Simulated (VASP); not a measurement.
# Y3Ge6S (Fm-3m) in VASP: further runs, part 2 of 2

VASP 6.6.1. The steps go on from the part before.

### 3 Single point, PBE

This run uses another cell than the first one, of 24.84 Å³/atom.

File INCAR:

```
SYSTEM = Y3Ge6S
PREC = Accurate
ENCUT = 520
EDIFF = 1E-7
ISMEAR = 0
SIGMA = 0.1
LREAL = .FALSE.
LASPH = .TRUE.
NELM = 100
ALGO = Normal
ISIF = 2
LWAVE = .FALSE.
LCHARG = .FALSE.
GGA = PE
NBANDS = 72
```

File KPOINTS:

```
regular mesh
0
G
  4 4 4
  0 0 0
```

File POSCAR:

```
Y3Ge6S
1.0
    0.0000000000      4.9892363592      4.9892363592
    4.9892363592      0.0000000000      4.9892363592
    4.9892363592      4.9892363592      0.0000000000
Y Ge S
3 6 1
Direct
    0.5000000000      0.5000000000      0.5000000000
    0.2500000000      0.2500000000      0.2500000000
    0.7500000000      0.7500000000      0.7500000000
    0.7677598759      0.2322401241      0.2322401241
    0.2322401241      0.7677598759      0.7677598759
    0.2322401241      0.7677598759      0.2322401241
    0.7677598759      0.2322401241      0.7677598759
    0.2322401241      0.2322401241      0.7677598759
    0.7677598759      0.7677598759      0.2322401241
    0.0000000000      0.0000000000      0.0000000000
```

Potentials or basis: VASP PAW PBE potentials, release 64 (Y_sv, Ge_d, S).

Started as:

```sh
$ cat potpaw_PBE.64/Y_sv/POTCAR potpaw_PBE.64/Ge_d/POTCAR potpaw_PBE.64/S/POTCAR > POTCAR
$ mpirun -np 1 vasp_std > vasp.out
```

OUTCAR:

```text
SYSTEM = Y3Ge6S
   PREC = Accurate
   ENCUT = 520
   EDIFF = 1E-7
   ISMEAR = 0
   LREAL = .FALSE.
   LASPH = .TRUE.
   NELM = 100
   ISIF = 2
   GGA = PE

 ion  position               nearest neighbor table
   1  0.500  0.500  0.500-   4 2.67   5 2.67   6 2.67   7 2.67   8 2.67   9 2.67   2 4.32   2 4.32
                             2 4.32   3 4.32   2 4.32   3 4.32   3 4.32   3 4.32
   2  0.250  0.250  0.250-   9 3.53   9 3.53   4 3.53   5 3.53   6 3.53   7 3.53   5 3.53   7 3.53
                             8 3.53   4 3.53   6 3.53   8 3.53   1 4.32   1 4.32   1 4.32   1 4.32
   3  0.750  0.750  0.750-   8 3.53   8 3.53   9 3.53   4 3.53   6 3.53   9 3.53   4 3.53   7 3.53
                             5 3.53   5 3.53   6 3.53   7 3.53   1 4.32   1 4.32   1 4.32   1 4.32
   4  0.768  0.232  0.232-  10 2.32   1 2.67   3 3.53   2 3.53   3 3.53   2 3.53
   5  0.232  0.768  0.768-  10 2.32   1 2.67   3 3.53   3 3.53   2 3.53   2 3.53
   6  0.232  0.768  0.232-  10 2.32   1 2.67   3 3.53   2 3.53   3 3.53   2 3.53
   7  0.768  0.232  0.768-  10 2.32   1 2.67   3 3.53   3 3.53   2 3.53   2 3.53
   8  0.232  0.232  0.768-  10 2.32   1 2.67   3 3.53   3 3.53   2 3.53   2 3.53
   9  0.768  0.768  0.232-  10 2.32   1 2.67   2 3.53   2 3.53   3 3.53   3 3.53
  10  0.000  0.000  0.000-   4 2.32   5 2.32   6 2.32   7 2.32   8 2.32   9 2.32

  LATTYP: Found a face centered cubic cell.
 ALAT       =     9.9784727184

  Lattice vectors:

 A1 = (   0.0000000000,   4.9892363592,   4.9892363592)
 A2 = (   4.9892363592,   0.0000000000,   4.9892363592)
 A3 = (   4.9892363592,   4.9892363592,   0.0000000000)

Analysis of symmetry for initial positions (statically):
=====================================================================
 Subroutine PRICEL returns:
 Original cell was already a primitive cell.

 Routine SETGRP: Setting up the symmetry group for a
 face centered cubic supercell.

 Subroutine GETGRP returns: Found 48 space group operations
 (whereof 48 operations were pure point group operations)
 out of a pool of 48 trial point group operations.

The static configuration has the point symmetry O_h .

Analysis of symmetry for dynamics (positions and initial velocities):
=====================================================================
 Subroutine PRICEL returns:
 Original cell was already a primitive cell.

 Routine SETGRP: Setting up the symmetry group for a
 face centered cubic supercell.

 Subroutine GETGRP returns: Found 48 space group operations
 (whereof 48 operations were pure point group operations)
 out of a pool of 48 trial point group operations.

The dynamic configuration has the point symmetry O_h .

 Subroutine INISYM returns: Found 48 space group operations
 (whereof 48 operations are pure point group operations),
 and found     1 'primitive' translations

----------------------------------------------------------------------------------------

                                     Primitive cell

  volume of cell :     248.3889

  direct lattice vectors                    reciprocal lattice vectors
     0.000000000  4.989236359  4.989236359    -0.100215737  0.100215737  0.100215737
     4.989236359  0.000000000  4.989236359     0.100215737 -0.100215737  0.100215737
     4.989236359  4.989236359  0.000000000     0.100215737  0.100215737 -0.100215737

  length of vectors
     7.055845725  7.055845725  7.055845725     0.173578749  0.173578749  0.173578749
[... 64 lines left out ...]
   total plane-waves  NPLWV = 157464
   dimension x,y,z NGX =    54 NGY =   54 NGZ =   54
   dimension x,y,z NGXF=   108 NGYF=  108 NGZF=  108
   ions per type =               3   6   1
   NGX,Y,Z   is equivalent  to a cutoff of  12.72, 12.72, 12.72 a.u.
   NGXF,Y,Z  is equivalent  to a cutoff of  25.45, 25.45, 25.45 a.u.
 SYSTEM =  Y3Ge6S
   PREC   = accura    normal or accurate (medium, high low for compatibility)
   ISTART =      0    job   : 0-new  1-cont  2-samecut
   ICHARG =      2    charge: 1-file 2-atom 10-const
   ISPIN  =      1    spin polarized calculation?
   LNONCOLLINEAR =      F non collinear calculations
   LSORBIT =      F    spin-orbit coupling
   LASPH  =      T    aspherical Exc in radial PAW
   ENCUT  =  520.0 eV  38.22 Ry    6.18 a.u.  13.12 13.12 13.12*2*pi/ulx,y,z
   NELM   =    100;   NELMIN=  2; NELMDL= -5     # of ELM steps
   EDIFF  = 0.1E-06   stopping-criterion for ELM
   LREAL  =      F    real-space projection
   EDIFFG = 0.1E-05   stopping-criterion for IOM
   NSW    =      0    number of steps for IOM
   IBRION =     -1    ionic relax: 0-MD 1-quasi-New 2-CG
   NFREE  =      0    steps in history (QN), initial steepest desc. (CG)
   ISIF   =      2    stress and relaxation
   ISYM   =      2    0-nonsym 1-usesym 2-fastsym
   POTIM  = 0.5000    time-step for ionic-motion
   TEBEG  =    0.0;   TEEND  =   0.0 temperature during run
   PSTRESS=    0.0 pullay stress
   NELECT =     123.0000    total number of electrons
   NUPDOWN=      -1.0000    fix difference up-down
   EMIN   =  10.00;   EMAX   =-10.00  energy-range for DOS
   EFERMI =   0.00;   METHOD = LEGACY
   ISMEAR =     0;   SIGMA  =   0.10  broadening in eV -4-tet -1-fermi 0-gaus
   EFERMI_NEDOS =   21; number of points for ismear=-14 and -15
   IALGO  =     38    algorithm
   IMIX   =      4    mixing-type and parameters
     AMIX     =   0.40;   BMIX     =  1.00
     AMIX_MAG =   1.60;   BMIX_MAG =  1.00
  volume/ion in A,a.u.               =      24.84       167.62
  Fermi-wavevector in a.u.,A,eV,Ry     =   1.295187  2.447548 22.823899  1.677509
  Thomas-Fermi vector in A             =   2.426723
   LORBIT       =      0    0 simple, 1 ext, 2 COOP (PROOUT), +10 PAW based schemes
   GGA     = PE    functional components
   LHFCALC =     F    Hartree Fock is set to
   AEXX    =    0.0000 exact exchange contribution
   IVDW    =     0    specifies the selected vdW correction
   LEPSILON=     F    determine dielectric tensor
   LRPA    =     F    only Hartree local field effects (RPA)
 non-spin polarized calculation
 Gauss-broadening in eV      SIGMA  =   0.10
  energy-cutoff  :      520.00
  volume of cell :      248.39
 maximum number of plane-waves:      6735
 NGX is ok and might be reduce to    54
   NGX = 27   NGY = 27   NGZ = 27

 number of electron     122.9999979 magnetization

 Free energy of the ion-electron system (eV)
  ---------------------------------------------------
  ext. energy  EPLUGINS =         0.00000000
  ---------------------------------------------------
  free energy    TOTEN  =       -48.57645610 eV

  energy without entropy =      -48.54086518  energy(sigma->0) =      -48.55866064

 E-fermi :   4.4023     XC(G=0):  -9.9501

 val. band max:        4.3705015875   @ k =  -0.2500   0.5000   0.2500
 cond. band min:       4.4032714971   @ k =   0.5000   0.5000   0.0000
 fundamental gap:      0.0327699096
 Fermi energy:         4.4022922375

 k-point     1 :       0.0000    0.0000    0.0000
  band No.  band energies     occupation
      1     -39.4184      2.00000
      2     -39.4179      2.00000
      3     -37.5289      2.00000
      4     -20.0905      2.00000
      5     -20.0787      2.00000
      6     -20.0787      2.00000
[... 589 lines left out ...]
     71       6.8261      0.00000
     72       7.2855      0.00000

------------------------ aborting loop because EDIFF is reached ----------------------------------------

  FORCE on cell =-STRESS in cart. coord.  units (eV):
  Direction    XX          YY          ZZ          XY          YZ          ZX
  --------------------------------------------------------------------------------------
  -------------------------------------------------------------------------------------
  Total       -0.0026098     -0.0026098     -0.0026098     -0.0000000     -0.0000000      0.0000000
  in kB       -0.0168339     -0.0168339     -0.0168339     -0.0000000     -0.0000000      0.0000000
  external PRESSURE =      -0.0168339 kB  Pullay stress =       0.0000000 kB

 VOLUME and BASIS-vectors are now :
 -----------------------------------------------------------------------------
  energy-cutoff  :      520.00
  volume of cell :      248.39
      direct lattice vectors                 reciprocal lattice vectors
     0.000000000  4.989236359  4.989236359    -0.100215737  0.100215737  0.100215737
     4.989236359  0.000000000  4.989236359     0.100215737 -0.100215737  0.100215737
     4.989236359  4.989236359  0.000000000     0.100215737  0.100215737 -0.100215737

 POSITION                                       TOTAL-FORCE (eV/Angst)
 -----------------------------------------------------------------------------------
      4.98924      4.98924      4.98924         0.000000      0.000000     -0.000000
      2.49462      2.49462      2.49462         0.000000     -0.000000     -0.000000
      7.48385      7.48385      7.48385         0.000000      0.000000     -0.000000
      2.31740      4.98924      4.98924         0.008703      0.000000     -0.000000
      7.66107      4.98924      4.98924        -0.008703      0.000000     -0.000000
      4.98924      2.31740      4.98924         0.000000      0.008703     -0.000000
      4.98924      7.66107      4.98924         0.000000     -0.008703     -0.000000
      4.98924      4.98924      2.31740         0.000000      0.000000      0.008703
      4.98924      4.98924      7.66107         0.000000      0.000000     -0.008703
      0.00000      0.00000      0.00000         0.000000      0.000000     -0.000000
 -----------------------------------------------------------------------------------
    total drift:                                0.000000      0.000000      0.000000

  FREE ENERGIE OF THE ION-ELECTRON SYSTEM (eV)
  ---------------------------------------------------
  free  energy   TOTEN  =       -48.5764561027 eV

  energy  without entropy=      -48.5408651793  energy(sigma->0) =      -48.55866064
```

It took 11 min on 1 thread of Intel Xeon 8259CL, shared host; peak memory 0.47 GiB.

Results:

```yaml
Free_energy: -48.5765 eV
Pressure: 0.0 GPa
Largest_force: 0.009 eV/Å
Band_gap_on_the_k_mesh: zero (an odd number of electrons rules out a gap without spin polarisation)
```

Forces on the atoms (eV/Å):
```
Y    0.000  0.000  0.000
Y    0.000  0.000  0.000
Y    0.000  0.000  0.000
Ge   0.009  0.000  0.000
Ge  -0.009  0.000  0.000
Ge   0.000  0.009  0.000
Ge   0.000 -0.009  0.000
Ge   0.000  0.000  0.009
Ge   0.000  0.000 -0.009
S    0.000  0.000  0.000
```

### 4 Relaxation of cell and atoms, PBE

File INCAR:

```
SYSTEM = Y3Ge6S
ALGO     = Normal         ! electronic algorithm
EDIFF    = 1E-6           ! SCF threshold, eV
EDIFFG   = -0.04          ! ionic threshold
ENCUT    = 600            ! plane-wave cutoff, eV
GGA      = PE             ! functional
IBRION   = 2              ! ionic algorithm
ISIF     = 3              ! what is computed and relaxed
ISMEAR   = 0              ! smearing method
LASPH    = .True.         ! aspherical terms in the spheres
LCHARG   = .False.        ! write CHGCAR
LREAL    = .False.        ! projectors in reciprocal space
LWAVE    = .False.        ! write WAVECAR
NELM     = 80             ! most SCF steps
NSW      = 90             ! ionic steps
PREC     = Accurate       ! precision mode
SIGMA    = 0.1            ! smearing width, eV
```

File KPOINTS:

```
k-points
0
Gamma
  4 4 4
  0 0 0
```

File POSCAR:

```
Y3Ge6S
1.0
    0.0000000000      4.8708782600      4.8708782600
    4.8708782600      0.0000000000      4.8708782600
    4.8708782600      4.8708782600      0.0000000000
Y Ge S
3 6 1
Direct
    0.5000000000      0.5000000000      0.5000000000
    0.2500000000      0.2500000000      0.2500000000
    0.7500000000      0.7500000000      0.7500000000
    0.7479426600      0.2520573400      0.2520573400
    0.2520573400      0.7479426600      0.7479426600
    0.2520573400      0.7479426600      0.2520573400
    0.7479426600      0.2520573400      0.7479426600
    0.2520573400      0.2520573400      0.7479426600
    0.7479426600      0.7479426600      0.2520573400
    0.0000000000      0.0000000000      0.0000000000
```

Started as:

```sh
$ cat potpaw_PBE.64/Y_sv/POTCAR potpaw_PBE.64/Ge_d/POTCAR potpaw_PBE.64/S/POTCAR > POTCAR
$ mpirun -np 1 vasp_std > vasp.out
```

It took 28 min on 1 thread of Intel Xeon 8259CL, shared host; peak memory 0.56 GiB.

The run converged. Its results:

* Free energy: -48.5762 eV
* Relaxed volume: 24.86 Å³/atom
* Relaxed cell: a = 7.058 Å, b = 7.058 Å, c = 7.058 Å, α = 60.00°, β = 60.00°, γ = 60.00°
* Space group after relaxing (to 0.1 Å): Fm-3m (No. 225)
* Energy gained by relaxing: 209.1 meV/atom
* Ionic steps: 5
* Pressure after relaxing: 0.0 GPa
* Largest force after relaxing: 0.003 eV/Å
* Band gap on the k mesh: zero (an odd number of electrons rules out a gap without spin polarisation)

Forces in eV/Å, atoms in the order of the input:
```
Y    0.000  0.000  0.000
Y    0.000  0.000  0.000
Y    0.000  0.000  0.000
Ge   0.003  0.000  0.000
Ge  -0.003  0.000  0.000
Ge   0.000  0.003  0.000
Ge   0.000 -0.003  0.000
Ge   0.000  0.000  0.003
Ge   0.000  0.000 -0.003
S    0.000  0.000  0.000
```

Step by step:
```tsv
step	energy change (eV)	largest force (eV/Å)	pressure (GPa)	volume (Å³)
1	0.0000	3.3215	5.88	231.13
2	-1.9343	0.5067	-2.53	260.69
3	-1.9343	0.5182	-2.52	260.52
4	-2.0900	0.0454	0.19	247.77
5	-2.0907	0.0035	-0.02	248.57
```

Final structure:
```cif
data_structure
_symmetry_space_group_name_H-M 'P 1'
_symmetry_Int_Tables_number 1
_cell_length_a 7.0576
_cell_length_b 7.0576
_cell_length_c 7.0576
_cell_angle_alpha 60.000
_cell_angle_beta 60.000
_cell_angle_gamma 60.000
_cell_volume 248.57
loop_
_atom_site_label
_atom_site_type_symbol
_atom_site_fract_x
_atom_site_fract_y
_atom_site_fract_z
_atom_site_occupancy
Y1 Y 0.50000 0.50000 0.50000 1
Y2 Y 0.25000 0.25000 0.25000 1
Y3 Y 0.75000 0.75000 0.75000 1
Ge1 Ge 0.76774 0.23226 0.23226 1
Ge2 Ge 0.23226 0.76774 0.76774 1
Ge3 Ge 0.23226 0.76774 0.23226 1
Ge4 Ge 0.76774 0.23226 0.76774 1
Ge5 Ge 0.23226 0.23226 0.76774 1
Ge6 Ge 0.76774 0.76774 0.23226 1
S1 S 0.00000 0.00000 0.00000 1
```

Levels at points of the mesh, in eV from the Fermi level:
| k point | band 59 | band 60 | band 61 | band 62 | band 63 | band 64 |
| --- | --- | --- | --- | --- | --- | --- |
| (0.00, 0.00, 0.00) | 0.05 | 0.05 | 0.05 | 0.74 | 1.00 | 1.00 |
| (0.50, 0.00, 0.00) | -0.19 | -0.19 | 0.45 | 0.45 | 1.22 | 1.60 |
| (0.50, 0.50, 0.00) | -1.00 | -0.92 | -0.38 | -0.38 | -0.26 | -0.26 |

### 5 Overview

```tsv
task	cell	cutoff (eV)	gap on the mesh (eV)	pressure (GPa)	largest force (eV/Å)
single point	a = 6.888 Å, angles 60.0°, 10 atoms, atomic positions A	520	none	5.9	3.32
single point	a = 7.056 Å, angles 60.0°, 10 atoms, atomic positions B	520	none	0.0	0.01
relaxation of cell and atoms	relaxed from a = 6.888 Å, angles 60.0°, 10 atoms, atomic positions A	600	none	0.0	-
```

Alike in all rows: level PBE; potentials or basis VASP PAW PBE potentials, release 64 (Y_sv, Ge_d, S); no spin polarisation; k mesh 4 × 4 × 4; smearing gaussian 0.1 eV.

Caveats: the cell stands under pressure (at least some runs); forces of over 1 eV/Å act on the atoms, so gaps and moduli don't describe the material at rest (at least some runs).

Total energies depend on the potentials used, so only differences within one code and one set of settings carry meaning.
